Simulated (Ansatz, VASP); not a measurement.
**Y3NbO2 in VASP and in Ansatz**

```
CELL_PARAMETERS angstrom
3.00915 0.00000 0.00000
0.00000 3.00915 0.00000
0.00000 0.00000 11.19297
ATOMIC_POSITIONS crystal
Y 0.50000 0.50000 0.21962
Y 0.50000 0.50000 0.50000
Y 0.50000 0.50000 0.78038
Nb 0.00000 0.00000 0.00000
O 0.00000 0.00000 0.37775
O 0.00000 0.00000 0.62225
```

Change from the starting cell: species swapped into the Mg3HgAu2 type (P4/mmm, No. 123).

Alike in both runs: functional PBE; k mesh 12 × 12 × 4; occupations gaussian, width 0.1 eV; no spin polarisation.

Ansatz relaxed the structure, and its values are those at the end. VASP's run is a single point on that final structure, the one shown.

|  | VASP | Ansatz |
| --- | --- | --- |
| version | VASP 6.6.1 | Ansatz 0.2.0 |
| potentials or method | VASP PAW PBE potentials, release 64 (Y_sv, Nb_sv, O), cutoff 520 eV | scalar-relativistic, plane waves, PAW |
| valence electrons in the cell | 58 | 58 |

```tsv
	VASP	Ansatz	Ansatz less VASP
gap on the k mesh at the Fermi level (eV)	none	none	-
pressure (GPa)	-0.1	0.0	+0.11
rms of the force components (eV/Å)	0.004	0.000	-0.0040
```

A gap of «none» marks a metal or a gap that the smearing closes.
